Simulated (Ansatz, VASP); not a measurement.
# One calculation of Sb, two programs

```
CELL_PARAMETERS angstrom
2.19506 1.26732 3.86153
-2.19506 1.26732 3.86153
0.00000 -2.53464 3.86153
ATOMIC_POSITIONS crystal
Sb 0.26826 0.26826 0.26826
Sb 0.73174 0.73174 0.73174
```

Change from the starting cell: volume scaled by 1.025, PAW files.

Alike in both runs: task electric field gradients; functional r2SCAN; k mesh 11 × 11 × 11; occupations fermi-dirac, width 0.05 eV; no spin polarisation.

```csv
,VASP,Ansatz
version,VASP 6.6.1,Ansatz 0.2.0
potentials or method,"VASP PAW PBE potentials, release 64 (Sb)","PAW with Ansatz's default frozen-core files, scalar-relativistic"
plane-wave cutoff (eV),520,500
valence electrons in the cell,10,30
```

```tsv
	VASP	Ansatz	Ansatz less VASP
pressure (GPa)	-1.2	-1.3	-0.08
traceless stress, the component that is largest in VASP (GPa)	0.44	0.47	+0.032
rms of the force components (eV/Å)	0.044	0.071	+0.0275
size of Vzz on the site where it differs most (V/Å²)	66.1	69.1	+3.01
```

VASP's potentials were made for PBE, not for r2SCAN. Atom by atom the forces differ by 0.027 eV/Å (rms over components). The functional is the same, so the differences come from potentials, cutoffs and numerics. VASP's potentials hold 10 valence electrons a cell and Ansatz's 30, so a difference there can come from the potentials and not from the codes.

Spin-orbit coupling is off throughout.
